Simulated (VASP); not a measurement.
# TiO2 (I4_1/amd) in VASP: a series of runs, part 2 of 2

VASP 6.6.1. Earlier steps stand in the parts before.

## Step 4: Single point, PBE (volume scaled by 0.99)

INCAR reads:

```
ALGO = Normal
EDIFF = 1E-6
ENCUT = 520
GGA = PE
ISIF = 2
ISMEAR = -1
LASPH = True
LCHARG = False
LREAL = False
LWAVE = False
NBANDS = 33
NELM = 80
PREC = Accurate
SIGMA = 0.08
```

KPOINTS reads:

```
k-points
0
Gamma
  13 13 13
```

POSCAR reads:

```
TiO2
1.0
   -1.8861705213      1.8861705213      4.7410901822
    1.8861705213     -1.8861705213      4.7410901822
    1.8861705213      1.8861705213     -4.7410901822
Ti O
2 4
Direct
    0.0000000000      0.0000000000      0.0000000000
    0.7500000000      0.2500000000      0.5000000000
    0.2066000000      0.2066000000      0.0000000000
    0.9566000000      0.4566000000      0.5000000000
    0.5434000000      0.0434000000      0.5000000000
    0.7934000000      0.7934000000      0.0000000000
```

Potentials or basis: VASP PAW PBE potentials, release 64 (Ti_sv, O).

Launch:

```sh
$ cat potpaw_PBE.64/Ti_sv/POTCAR potpaw_PBE.64/O/POTCAR > POTCAR
$ mpirun -np 1 vasp_std > vasp.out
```

OUTCAR:

```text
EDIFF = 1E-6
   ENCUT = 520
   GGA = PE
   ISIF = 2
   ISMEAR = -1
   LASPH = True
   LREAL = False
   NELM = 80
   PREC = Accurate

 ion  position               nearest neighbor table
   1  0.000  0.000  0.000-   5 1.93   4 1.93   5 1.93   4 1.93   3 1.96   6 1.96
   2  0.750  0.250  0.500-   6 1.93   3 1.93   6 1.93   3 1.93   4 1.96   5 1.96
   3  0.207  0.207  0.000-   2 1.93   2 1.93   1 1.96
   4  0.957  0.457  0.500-   1 1.93   1 1.93   2 1.96
   5  0.543  0.043  0.500-   1 1.93   1 1.93   2 1.96
   6  0.793  0.793  0.000-   2 1.93   2 1.93   1 1.96

  LATTYP: Found a body centered tetragonal cell.
 ALAT       =     3.7723410426
 C/A-ratio  =     2.5136063408

  Lattice vectors:

 A1 = (  -1.8861705213,   1.8861705213,   4.7410901822)
 A2 = (   1.8861705213,  -1.8861705213,   4.7410901822)
 A3 = (   1.8861705213,   1.8861705213,  -4.7410901822)

Analysis of symmetry for initial positions (statically):
=====================================================================
 Subroutine PRICEL returns:
 Original cell was already a primitive cell.

 Routine SETGRP: Setting up the symmetry group for a
 body centered tetragonal supercell.

 Subroutine GETGRP returns: Found 16 space group operations
 (whereof  8 operations were pure point group operations)
 out of a pool of 16 trial point group operations.

The static configuration has the point symmetry D_2d.
 The point group associated with its full space group is D_4h.

Analysis of symmetry for dynamics (positions and initial velocities):
=====================================================================
 Subroutine PRICEL returns:
 Original cell was already a primitive cell.

 Routine SETGRP: Setting up the symmetry group for a
 body centered tetragonal supercell.

 Subroutine GETGRP returns: Found 16 space group operations
 (whereof  8 operations were pure point group operations)
 out of a pool of 16 trial point group operations.

The dynamic configuration has the point symmetry D_2d.
 The point group associated with its full space group is D_4h.

 Subroutine INISYM returns: Found 16 space group operations
 (whereof  8 operations are pure point group operations),
 and found     1 'primitive' translations

----------------------------------------------------------------------------------------

                                     Primitive cell

  volume of cell :      67.4684

  direct lattice vectors                    reciprocal lattice vectors
    -1.886170521  1.886170521  4.741090182     0.000000000  0.265087379  0.105460976
     1.886170521 -1.886170521  4.741090182     0.265087379  0.000000000  0.105460976
     1.886170521  1.886170521 -4.741090182     0.265087379  0.265087379  0.000000000

  length of vectors
     5.439964576  5.439964576  5.439964576     0.285295174  0.285295174  0.374890167

  position of ions in fractional coordinates (direct lattice)
     0.000000000  0.000000000  0.000000000
     0.750000000  0.250000000  0.500000000
     0.206600000  0.206600000  0.000000000
     0.956600000  0.456600000  0.500000000
     0.543400000  0.043400000  0.500000000
[... 33 lines left out ...]
 ===========================================

 Found    196 irreducible k-points:

 Following reciprocal coordinates:
            Coordinates               Weight
  0.000000  0.000000  0.000000      1.000000
  0.076923 -0.000000  0.000000      8.000000
  0.153846 -0.000000  0.000000      8.000000
  0.230769  0.000000  0.000000      8.000000
  0.307692 -0.000000  0.000000      8.000000
  0.384615 -0.000000  0.000000      8.000000
[... 16 lines left out ...]
  0.384615  0.153846  0.000000     16.000000
  0.461538  0.153846 -0.000000     16.000000
 [... further k-points ...]
   k-points           NKPTS =    196   k-points in BZ     NKDIM =    196   number of bands    NBANDS=     33
   number of dos      NEDOS =    301   number of ions     NIONS =      6
   total plane-waves  NPLWV =  64000
   dimension x,y,z NGX =    40 NGY =   40 NGZ =   40
   dimension x,y,z NGXF=    80 NGYF=   80 NGZF=   80
   ions per type =               2   4
   NGX,Y,Z   is equivalent  to a cutoff of  12.22, 12.22, 12.22 a.u.
   NGXF,Y,Z  is equivalent  to a cutoff of  24.45, 24.45, 24.45 a.u.
 SYSTEM =  unknown system
   PREC   = accura    normal or accurate (medium, high low for compatibility)
   ISTART =      0    job   : 0-new  1-cont  2-samecut
   ICHARG =      2    charge: 1-file 2-atom 10-const
   ISPIN  =      1    spin polarized calculation?
   LNONCOLLINEAR =      F non collinear calculations
   LSORBIT =      F    spin-orbit coupling
   LASPH  =      T    aspherical Exc in radial PAW
   ENCUT  =  520.0 eV  38.22 Ry    6.18 a.u.  10.11 10.11 10.11*2*pi/ulx,y,z
   NELM   =     80;   NELMIN=  2; NELMDL= -5     # of ELM steps
   EDIFF  = 0.1E-05   stopping-criterion for ELM
   LREAL  =      F    real-space projection
   EDIFFG = 0.1E-04   stopping-criterion for IOM
   NSW    =      0    number of steps for IOM
   IBRION =     -1    ionic relax: 0-MD 1-quasi-New 2-CG
   NFREE  =      0    steps in history (QN), initial steepest desc. (CG)
   ISIF   =      2    stress and relaxation
   ISYM   =      2    0-nonsym 1-usesym 2-fastsym
   POTIM  = 0.5000    time-step for ionic-motion
   TEBEG  =    0.0;   TEEND  =   0.0 temperature during run
   PSTRESS=    0.0 pullay stress
   NELECT =      48.0000    total number of electrons
   NUPDOWN=      -1.0000    fix difference up-down
   EMIN   =  10.00;   EMAX   =-10.00  energy-range for DOS
   EFERMI =   0.00;   METHOD = LEGACY
   ISMEAR =    -1;   SIGMA  =   0.08  broadening in eV -4-tet -1-fermi 0-gaus
   EFERMI_NEDOS =   21; number of points for ismear=-14 and -15
   IALGO  =     38    algorithm
   IMIX   =      4    mixing-type and parameters
     AMIX     =   0.40;   BMIX     =  1.00
     AMIX_MAG =   1.60;   BMIX_MAG =  1.00
  volume/ion in A,a.u.               =      11.24        75.88
  Fermi-wavevector in a.u.,A,eV,Ry     =   1.461465  2.761769 29.060427  2.135881
  Thomas-Fermi vector in A             =   2.577794
   LORBIT       =      0    0 simple, 1 ext, 2 COOP (PROOUT), +10 PAW based schemes
   GGA     = PE    functional components
   LHFCALC =     F    Hartree Fock is set to
   AEXX    =    0.0000 exact exchange contribution
   IVDW    =     0    specifies the selected vdW correction
   LEPSILON=     F    determine dielectric tensor
   LRPA    =     F    only Hartree local field effects (RPA)
 non-spin polarized calculation
  energy-cutoff  :      520.00
  volume of cell :       67.47
 maximum number of plane-waves:      1832
   NGX = 21   NGY = 21   NGZ = 21

 number of electron      48.0000002 magnetization

 Free energy of the ion-electron system (eV)
  ---------------------------------------------------
  ext. energy  EPLUGINS =         0.00000000
  ---------------------------------------------------
  free energy    TOTEN  =       -53.77848733 eV

  energy without entropy =      -53.77848723  energy(sigma->0) =      -53.77848728

 E-fermi :   4.6427     XC(G=0): -10.7783

 val. band max:        3.4496426167   @ k =  -0.4615   0.4615   0.0000
 cond. band min:       5.6262674100   @ k =   0.0000   0.0000   0.0000
 fundamental gap:      2.1766247933
 Fermi energy:         4.6427234275

 k-point     1 :       0.0000    0.0000    0.0000
  band No.  band energies     occupation
      1     -52.8486      2.00000
      2     -52.7844      2.00000
      3     -29.3424      2.00000
      4     -29.0808      2.00000
      5     -29.0808      2.00000
      6     -29.0051      2.00000
[... 853 lines left out ...]
     32      10.1947      0.00000
     33      10.2900      0.00000

 [... further k-points ...]

------------------------ aborting loop because EDIFF is reached ----------------------------------------

  FORCE on cell =-STRESS in cart. coord.  units (eV):
  Direction    XX          YY          ZZ          XY          YZ          ZX
  --------------------------------------------------------------------------------------
  -------------------------------------------------------------------------------------
  Total        3.1834441      3.1834441      5.0866346      0.0000000     -0.0000000      0.0000000
  in kB       75.5975450     75.5975450    120.7927884      0.0000000     -0.0000000      0.0000000
  external PRESSURE =      90.6626261 kB  Pullay stress =       0.0000000 kB

 VOLUME and BASIS-vectors are now :
 -----------------------------------------------------------------------------
  energy-cutoff  :      520.00
  volume of cell :       67.47
      direct lattice vectors                 reciprocal lattice vectors
    -1.886170521  1.886170521  4.741090182     0.000000000  0.265087379  0.105460976
     1.886170521 -1.886170521  4.741090182     0.265087379  0.000000000  0.105460976
     1.886170521  1.886170521 -4.741090182     0.265087379  0.265087379  0.000000000

 POSITION                                       TOTAL-FORCE (eV/Angst)
 -----------------------------------------------------------------------------------
      0.00000      0.00000      0.00000         0.000000      0.000000     -0.000000
      0.00000      1.88617      2.37055         0.000000      0.000000     -0.000000
      0.00000      0.00000      1.95902         0.000000      0.000000      0.430350
      0.00000      1.88617      4.32956        -0.000000     -0.000000      0.430350
      0.00000      1.88617      0.41153        -0.000000     -0.000000     -0.430350
      0.00000      0.00000      7.52316         0.000000      0.000000     -0.430350
 -----------------------------------------------------------------------------------
    total drift:                                0.000000      0.000000     -0.000000

  FREE ENERGIE OF THE ION-ELECTRON SYSTEM (eV)
  ---------------------------------------------------
  free  energy   TOTEN  =       -53.7784873349 eV

  energy  without entropy=      -53.7784872272  energy(sigma->0) =      -53.77848728
```

OSZICAR:

```text
N       E                     dE             d eps       ncg     rms          rms(c)
DAV:   1     0.663466866004E+03    0.66347E+03   -0.24175E+04 12936   0.169E+03
DAV:   2     0.296130000775E+02   -0.63385E+03   -0.58769E+03 14174   0.508E+02
DAV:   3    -0.658881905962E+02   -0.95501E+02   -0.93767E+02 17581   0.191E+02
DAV:   4    -0.707031459064E+02   -0.48150E+01   -0.48049E+01 19537   0.413E+01
DAV:   5    -0.708825182617E+02   -0.17937E+00   -0.17935E+00 16646   0.628E+00    0.328E+01
DAV:   6    -0.538053616724E+02    0.17077E+02   -0.77463E+01 18088   0.895E+01    0.107E+01
DAV:   7    -0.539575011702E+02   -0.15214E+00   -0.14478E+01 16927   0.319E+01    0.968E+00
DAV:   8    -0.538134890605E+02    0.14401E+00   -0.55941E-01 17184   0.653E+00    0.652E+00
DAV:   9    -0.538243922332E+02   -0.10903E-01   -0.70226E-01 18072   0.938E+00    0.214E+00
DAV:  10    -0.537886283503E+02    0.35764E-01   -0.29652E-01 17980   0.564E+00    0.912E-01
DAV:  11    -0.537789710318E+02    0.96573E-02   -0.40098E-02 17247   0.134E+00    0.403E-01
DAV:  12    -0.537787653932E+02    0.20564E-03   -0.52556E-03 15636   0.864E-01    0.144E-01
DAV:  13    -0.537785060048E+02    0.25939E-03   -0.10443E-03 17986   0.376E-01    0.366E-02
DAV:  14    -0.537784866750E+02    0.19330E-04   -0.14153E-04 16783   0.899E-02    0.130E-02
DAV:  15    -0.537784870328E+02   -0.35774E-06   -0.10892E-05 17178   0.311E-02    0.623E-03
DAV:  16    -0.537784873349E+02   -0.30214E-06   -0.28170E-06 13835   0.107E-02
   1 F= -.53778487E+02 E0= -.53778487E+02  d E =-.107701E-06
```

stdout:

```text
POSCAR found type information on POSCAR TiO
 POSCAR found :  2 types and       6 ions
 scaLAPACK will be used
 LDA part: xc-table for (Slater+PW92), standard interpolation
 POSCAR, INCAR and KPOINTS ok, starting setup
 FFT: planning ... GRIDC
 FFT: planning ... GRID_SOFT
 FFT: planning ... GRID
 WAVECAR not read
 entering main loop
```

It took 18 min on 1 thread of Oxide Virtual Turin-like, shared host; peak memory 0.45 GiB.

Results:

```yaml
Free_energy: -53.7785 eV
Pressure: 9.1 GPa
Largest_force: 0.430 eV/Å
Band_gap_on_the_k_mesh: 2.18 eV, indirect (least direct gap 2.47 eV)
```

Forces in eV/Å, atoms in the order of the input:
```
Ti   0.000  0.000  0.000
Ti   0.000  0.000  0.000
O    0.000  0.000  0.430
O    0.000  0.000  0.430
O    0.000  0.000 -0.430
O    0.000  0.000 -0.430
```

Levels at points of the mesh, in eV from the valence-band top:
| k point | band 22 | band 23 | band 24 | band 25 | band 26 | band 27 |
| --- | --- | --- | --- | --- | --- | --- |
| (0.00, 0.00, 0.00) | -0.70 | -0.44 | -0.44 | 2.18 | 2.94 | 4.16 |

 A k mesh can miss the band edges.

## Step 5: Single point, PBE (equal xx and yy strain of +3 %)

INCAR reads:

```
ALGO = Normal
EDIFF = 1E-6
ENCUT = 520
GGA = PE
ISIF = 2
ISMEAR = -1
LASPH = T
LCHARG = F
LREAL = F
LWAVE = F
NBANDS = 33
NELM = 80
PREC = Accurate
SIGMA = 0.08
```

KPOINTS is that of step 4.

Changes to POSCAR since step 4:

```diff
@@ -2,5 +2,5 @@
 1.0
-   -1.8861705213      1.8861705213      4.7410901822
-    1.8861705213     -1.8861705213      4.7410901822
-    1.8861705213      1.8861705213     -4.7410901822
+   -1.9492750000      1.9492750000      4.7570000000
+    1.9492750000     -1.9492750000      4.7570000000
+    1.9492750000      1.9492750000     -4.7570000000
 Ti O
```

Launch:

```sh
$ cat potpaw_PBE.64/Ti_sv/POTCAR potpaw_PBE.64/O/POTCAR > POTCAR
$ mpirun -np 1 vasp_std > vasp.out
```

It took 19 min on 1 thread of Oxide Virtual Turin-like, shared host; peak memory 0.48 GiB.

The run converged. Its results:

| Property | Result |
| --- | --- |
| Free energy | -53.7756 eV |
| Pressure | -4.8 GPa |
| Largest force | 0.320 eV/Å |
| Band gap on the k mesh | 2.01 eV, indirect (least direct gap 2.28 eV) |

Forces in eV/Å, atoms in the order of the input:
```
Ti   0.000  0.000  0.000
Ti   0.000  0.000  0.000
O    0.000  0.000  0.320
O    0.000  0.000  0.320
O    0.000  0.000 -0.320
O    0.000  0.000 -0.320
```

Stress tensor (GPa, compression positive):
```
-7.73  0.00  0.00
 0.00 -7.73  0.00
 0.00  0.00  1.06
```

Levels at points of the mesh, in eV from the valence-band top:
| k point | band 22 | band 23 | band 24 | band 25 | band 26 | band 27 |
| --- | --- | --- | --- | --- | --- | --- |
| (0.00, 0.00, 0.00) | -0.62 | -0.37 | -0.37 | 2.01 | 2.73 | 3.79 |

Caveat: the cell differs from its parent crystal (equal xx and yy strain of +3 %). A k mesh can miss the band edges.

## Step 6: Single point, PBE (volume scaled by 1.02)

INCAR reads:

```
  ALGO = Normal
  EDIFF = 1E-6
  ENCUT = 520
  GGA = PE
  ISIF = 2
  ISMEAR = -1
  LASPH = True
  LCHARG = False
  LREAL = False
  LWAVE = False
  NBANDS = 33
  NELM = 80
  PREC = Accurate
  SIGMA = 0.08
```

KPOINTS is that of step 5.

Changes to POSCAR since step 5:

```diff
@@ -2,5 +2,5 @@
 1.0
-   -1.9492750000      1.9492750000      4.7570000000
-    1.9492750000     -1.9492750000      4.7570000000
-    1.9492750000      1.9492750000     -4.7570000000
+   -1.9050334778      1.9050334778      4.7885042294
+    1.9050334778     -1.9050334778      4.7885042294
+    1.9050334778      1.9050334778     -4.7885042294
 Ti O
```

Potentials or basis: VASP PAW PBE potentials, release 64 (Ti_sv, O).

Launch:

```sh
$ cat potpaw_PBE.64/Ti_sv/POTCAR potpaw_PBE.64/O/POTCAR > POTCAR
$ mpirun -np 1 vasp_std > vasp.out
```

Wall time 27 min (1 thread of Oxide Virtual Turin-like, shared host); peak memory 0.47 GiB.

Results (log left out):

```
Free energy            : -53.8523 eV
Pressure               : 2.2 GPa
Largest force          : 0.230 eV/Å
Band gap on the k mesh : 2.11 eV, indirect (least direct gap 2.40 eV)
```

Forces in eV/Å, atoms in the order of the input:
```
Ti   0.000  0.000  0.000
Ti   0.000  0.000  0.000
O    0.000  0.000  0.230
O    0.000  0.000  0.230
O    0.000  0.000 -0.230
O    0.000  0.000 -0.230
```

Stress tensor (GPa, compression positive):
```
1.04 0.00 0.00
0.00 1.04 0.00
0.00 0.00 4.64
```

Levels at points of the mesh, in eV from the valence-band top:
```tsv
k point	band 22	band 23	band 24	band 25	band 26	band 27
(0.00, 0.00, 0.00)	-0.72	-0.41	-0.41	2.11	2.82	3.99
```

## Step 7: Summary

```tsv
cell	gap on the mesh (eV)	pressure (GPa)	largest force (eV/Å)
a = 5.417 Å, angles 139.1, 139.1, 59.2°, 6 atoms	2.17	9.3	0.59
a = 5.384 Å, angles 139.4, 139.4, 58.7°, 6 atoms	2.24	17.0	0.65
a = 5.440 Å, angles 139.4, 139.4, 58.7°, 6 atoms	2.18	9.1	0.43
a = 5.498 Å, angles 138.5, 138.5, 60.2°, 6 atoms	2.01	-4.8	0.32
a = 5.494 Å, angles 139.4, 139.4, 58.7°, 6 atoms	2.11	2.2	0.23
```

Alike in all rows: task single point; level PBE; potentials or basis VASP PAW PBE potentials, release 64 (Ti_sv, O); no spin polarisation; k mesh 13 × 13 × 13; cutoff (eV) 520; smearing fermi-dirac 0.08 eV.

Total energies depend on the potentials used, so only differences within one code and one set of settings carry meaning.
